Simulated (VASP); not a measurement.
# AlP (m.bscan) (F-43m) in VASP: single point with r2SCAN

Aim: the single point of AlP (m.bscan) with r2SCAN.

Everything below comes from runs of VASP 6.6.1. Logs are shortened: lines on timing, memory, paths and dates and some standing lists are left out, and cuts for length are marked.

### 1 The cell of the first run

The structure is cubic, space group F-43m (No. 216). Conventional cell: a = 5.470 Å, b = 5.470 Å, c = 5.470 Å, α = 90.00°, β = 90.00°, γ = 90.00°. Al (site symmetry -43m) has 4 P at 2.37 Å within 3.1 Å. P (site symmetry -43m) has 4 Al at 2.37 Å within 3.1 Å.

### 2 Single point, r2SCAN

Input file POSCAR:

```
AlP
1.0
    0.0000000000      2.7350000000      2.7350000000
    2.7350000000      0.0000000000      2.7350000000
    2.7350000000      2.7350000000      0.0000000000
Al P
1 1
Direct
    0.0000000000      0.0000000000      0.0000000000
    0.2500000000      0.2500000000      0.2500000000
```

Input file INCAR.step1:

```
SYSTEM = AlP
PREC = Accurate ; ENCUT = 550
ISMEAR = 0 ; SIGMA = 0.02
LREAL = .FALSE. ; LASPH = .TRUE.
NELM = 120 ; NBANDS = 11
GGA = PE ; ALGO = Normal
EDIFF = 1E-5 ; LWAVE = .TRUE.
LCHARG = .FALSE. ; GGA_COMPAT = .FALSE.
```

Input file INCAR.step2:

```
SYSTEM = AlP
PREC = Accurate ; ENCUT = 550
EDIFF = 1E-6 ; ISMEAR = 0
SIGMA = 0.02 ; LREAL = .FALSE.
LASPH = .TRUE. ; NELM = 120
ALGO = Normal ; ISIF = 2
LWAVE = .FALSE. ; LCHARG = .FALSE.
METAGGA = R2SCAN ; LMIXTAU = .TRUE.
NBANDS = 11 ; ISTART = 1
GGA_COMPAT = .FALSE.
```

Input file KPOINTS:

```
Automatic mesh
0
G
  8 8 8
  0 0 0
```

Potentials or basis: VASP PAW PBE potentials, release 64 (Al, P).

The run is started by

```console
$ cat potpaw_PBE.64/Al/POTCAR potpaw_PBE.64/P/POTCAR > POTCAR
$ cp INCAR.step1 INCAR
$ mpirun -np 1 vasp_std > vasp.out
$ cp INCAR.step2 INCAR
$ mpirun -np 1 vasp_std > vasp.out
```

OUTCAR:

```text
SYSTEM = AlP
   PREC = Accurate
   ENCUT = 550
   EDIFF = 1E-6
   ISMEAR = 0
   LREAL = .FALSE.
   LASPH = .TRUE.
   NELM = 120
   ISIF = 2
   METAGGA = R2SCAN
   ISTART = 1

 ion  position               nearest neighbor table
   1  0.000  0.000  0.000-   2 2.37   2 2.37   2 2.37   2 2.37
   2  0.250  0.250  0.250-   1 2.37   1 2.37   1 2.37   1 2.37

  LATTYP: Found a face centered cubic cell.
 ALAT       =     5.4700000000

  Lattice vectors:

 A1 = (   0.0000000000,   2.7350000000,   2.7350000000)
 A2 = (   2.7350000000,   0.0000000000,   2.7350000000)
 A3 = (   2.7350000000,   2.7350000000,   0.0000000000)

Analysis of symmetry for initial positions (statically):
=====================================================================
 Subroutine PRICEL returns:
 Original cell was already a primitive cell.

 Routine SETGRP: Setting up the symmetry group for a
 face centered cubic supercell.

 Subroutine GETGRP returns: Found 24 space group operations
 (whereof 24 operations were pure point group operations)
 out of a pool of 48 trial point group operations.

The static configuration has the point symmetry T_d .

Analysis of symmetry for dynamics (positions and initial velocities):
=====================================================================
 Subroutine PRICEL returns:
 Original cell was already a primitive cell.

 Routine SETGRP: Setting up the symmetry group for a
 face centered cubic supercell.

 Subroutine GETGRP returns: Found 24 space group operations
 (whereof 24 operations were pure point group operations)
 out of a pool of 48 trial point group operations.

The dynamic configuration has the point symmetry T_d .

 Subroutine INISYM returns: Found 24 space group operations
 (whereof 24 operations are pure point group operations),
 and found     1 'primitive' translations

----------------------------------------------------------------------------------------

                                     Primitive cell

  volume of cell :      40.9168

  direct lattice vectors                    reciprocal lattice vectors
     0.000000000  2.735000000  2.735000000    -0.182815356  0.182815356  0.182815356
     2.735000000  0.000000000  2.735000000     0.182815356 -0.182815356  0.182815356
     2.735000000  2.735000000  0.000000000     0.182815356  0.182815356 -0.182815356

  length of vectors
     3.867874093  3.867874093  3.867874093     0.316645486  0.316645486  0.316645486

  position of ions in fractional coordinates (direct lattice)
     0.000000000  0.000000000  0.000000000
     0.250000000  0.250000000  0.250000000

[... 81 lines left out ...]
   NFREE  =      0    steps in history (QN), initial steepest desc. (CG)
   ISIF   =      2    stress and relaxation
   ISYM   =      2    0-nonsym 1-usesym 2-fastsym
   POTIM  = 0.5000    time-step for ionic-motion
   TEBEG  =    0.0;   TEEND  =   0.0 temperature during run
   PSTRESS=    0.0 pullay stress
   NELECT =       8.0000    total number of electrons
   NUPDOWN=      -1.0000    fix difference up-down
   EMIN   =  10.00;   EMAX   =-10.00  energy-range for DOS
   EFERMI =   0.00;   METHOD = LEGACY
   ISMEAR =     0;   SIGMA  =   0.02  broadening in eV -4-tet -1-fermi 0-gaus
   EFERMI_NEDOS =   21; number of points for ismear=-14 and -15
   IALGO  =     38    algorithm
   IMIX   =      4    mixing-type and parameters
     AMIX     =   0.40;   BMIX     =  1.00
     AMIX_MAG =   1.60;   BMIX_MAG =  1.00
  volume/ion in A,a.u.               =      20.46       138.06
  Fermi-wavevector in a.u.,A,eV,Ry     =   0.950176  1.795573 12.283814  0.902835
  Thomas-Fermi vector in A             =   2.078528
   LORBIT       =      0    0 simple, 1 ext, 2 COOP (PROOUT), +10 PAW based schemes
   METAGGA = R2SCAN    functional components
   LHFCALC =     F    Hartree Fock is set to
   AEXX    =    0.0000 exact exchange contribution
   IVDW    =     0    specifies the selected vdW correction
   LEPSILON=     F    determine dielectric tensor
   LRPA    =     F    only Hartree local field effects (RPA)
 non-spin polarized calculation
 Gauss-broadening in eV      SIGMA  =   0.02
  energy-cutoff  :      550.00
  volume of cell :       40.92
 maximum number of plane-waves:      1243
 NGX is ok and might be reduce to    30
   NGX = 15   NGY = 15   NGZ = 15

 number of electron       7.9999999 magnetization

 Free energy of the ion-electron system (eV)
  ---------------------------------------------------
  ext. energy  EPLUGINS =         0.00000000
  ---------------------------------------------------
  free energy    TOTEN  =       -17.20960268 eV

  energy without entropy =      -17.20960268  energy(sigma->0) =      -17.20960268

 E-fermi :   4.4900     XC(G=0):  -9.6091

 val. band max:        4.3569832603   @ k =   0.0000   0.0000   0.0000
 cond. band min:       6.2771161853   @ k =   0.5000   0.5000   0.0000
 fundamental gap:      1.9201329250
 Fermi energy:         4.4899591444

 k-point     1 :       0.0000    0.0000    0.0000
  band No.  band energies     occupation
      1      -7.5999      2.00000
      2       4.3570      2.00000
      3       4.3570      2.00000
      4       4.3570      2.00000
      5       8.3095      0.00000
      6       9.3252      0.00000
      7       9.3252      0.00000
      8       9.3252      0.00000
      9      13.6611      0.00000
     10      13.6611      0.00000
     11      15.5144      0.00000
[... 309 lines left out ...]
 k-point    24 :      -0.3750    0.2500    0.1250
  band No.  band energies     occupation
      1      -5.5451      2.00000
      2      -0.9146      2.00000
      3       1.7206      2.00000
      4       2.8390      2.00000
      5       8.7188      0.00000
      6       9.3479      0.00000
      7      11.7735      0.00000
      8      12.6224      0.00000
      9      14.0218      0.00000
     10      16.5645      0.00000
     11      17.8885      0.00000

 [... further k-points ...]
[... 5 lines left out ...]
  --------------------------------------------------------------------------------------
  -------------------------------------------------------------------------------------
  Total        0.0320417      0.0320417      0.0320417      0.0000000      0.0000000      0.0000000
  in kB        1.2546549      1.2546549      1.2546549      0.0000000      0.0000000      0.0000000
  external PRESSURE =       1.2546549 kB  Pullay stress =       0.0000000 kB

 VOLUME and BASIS-vectors are now :
 -----------------------------------------------------------------------------
  energy-cutoff  :      550.00
  volume of cell :       40.92
      direct lattice vectors                 reciprocal lattice vectors
     0.000000000  2.735000000  2.735000000    -0.182815356  0.182815356  0.182815356
     2.735000000  0.000000000  2.735000000     0.182815356 -0.182815356  0.182815356
     2.735000000  2.735000000  0.000000000     0.182815356  0.182815356 -0.182815356

 POSITION                                       TOTAL-FORCE (eV/Angst)
 -----------------------------------------------------------------------------------
      0.00000      0.00000      0.00000         0.000000      0.000000      0.000000
      1.36750      1.36750      1.36750        -0.000000     -0.000000     -0.000000
 -----------------------------------------------------------------------------------
    total drift:                               -0.000000     -0.000000     -0.000000

  FREE ENERGIE OF THE ION-ELECTRON SYSTEM (eV)
  ---------------------------------------------------
  free  energy   TOTEN  =       -17.2096026796 eV

  energy  without entropy=      -17.2096026796  energy(sigma->0) =      -17.20960268
```

OUTCAR.step1:

```text
SYSTEM = AlP
   PREC = Accurate
   ENCUT = 550
   ISMEAR = 0
   LREAL = .FALSE.
   LASPH = .TRUE.
[... 558 lines left out ...]
      0.00000      0.00000      0.00000         0.000000      0.000000      0.000000
      1.36750      1.36750      1.36750        -0.000000     -0.000000     -0.000000
 -----------------------------------------------------------------------------------
    total drift:                               -0.000000     -0.000000     -0.000000

  FREE ENERGIE OF THE ION-ELECTRON SYSTEM (eV)
  ---------------------------------------------------
  free  energy   TOTEN  =       -10.3726912240 eV

  energy  without entropy=      -10.3726912240  energy(sigma->0) =      -10.37269122
```

It took 2.2 min on 1 thread of Intel Xeon 8259CL, shared host; peak memory 0.17 GiB.

Results:

```
Free energy            : -17.2096 eV
Pressure               : 0.1 GPa
Band gap on the k mesh : 1.92 eV, indirect (least direct gap 3.95 eV)
```

Levels at points of the mesh, in eV from the valence-band top:
| k point | band 2 | band 3 | band 4 | band 5 | band 6 | band 7 |
| --- | --- | --- | --- | --- | --- | --- |
| (0.00, 0.00, 0.00) | 0.00 | 0.00 | 0.00 | 3.95 | 4.97 | 4.97 |
| (0.50, 0.00, 0.00) | -5.65 | -0.79 | -0.79 | 3.31 | 5.22 | 5.22 |
| (0.50, 0.50, 0.00) | -5.41 | -2.17 | -2.17 | 1.92 | 2.85 | 11.94 |

Caveat: the PAW data sets were made with another functional, which shifts forces and pressure a little. A k mesh can miss the band edges.
